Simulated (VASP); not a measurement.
Set up this calculation in VASP 6.6.1, as the native input.

```
Task                   : single point
Functional             : LDA
Potentials or basis    : VASP PAW LDA potentials, release 64 (Al, N)
Cutoff                 : 520 eV
k mesh                 : 10 × 10 × 10
Occupations            : gaussian, width 0.01 eV
Spin                   : no spin polarisation
Dipole correction      : no
Further INCAR settings : ALGO = Normal; EDIFF = 1e-06; NBANDS = 11
```

The structure of AlN lies in POSCAR:

```
AlN
1.0
    0.0000000000      2.0188685302      2.0188685302
    2.0188685302      0.0000000000      2.0188685302
    2.0188685302      2.0188685302      0.0000000000
Al N
1 1
Direct
    0.0000000000      0.0000000000      0.0000000000
    0.5000000000      0.5000000000      0.5000000000
```

The input as run:

INCAR

```
  PREC = Accurate
  ENCUT = 520
  EDIFF = 1E-6
  ISMEAR = 0
  SIGMA = 0.01
  LREAL = F
  LASPH = T
  NELM = 100
  ALGO = Normal
  ISIF = 2
  LWAVE = F
  LCHARG = F
  GGA = CA
  NBANDS = 11
```

KPOINTS

```
regular mesh
0
Gamma
  10 10 10
```

Potentials or basis: VASP PAW LDA potentials, release 64 (Al, N).

Launch:

```console
$ cat potpaw_LDA.64/Al/POTCAR potpaw_LDA.64/N/POTCAR > POTCAR
$ mpirun -np 1 vasp_std > vasp.out
```

Results of the run:

```
Pressure               : -4.7 GPa
Band gap on the k mesh : 4.50 eV, indirect (least direct gap 5.83 eV)
```

It took 6.9 s on 1 thread of AMD EPYC 7R13 Processor (Zen 3), with other jobs on the host, peak memory 0.09 GiB.
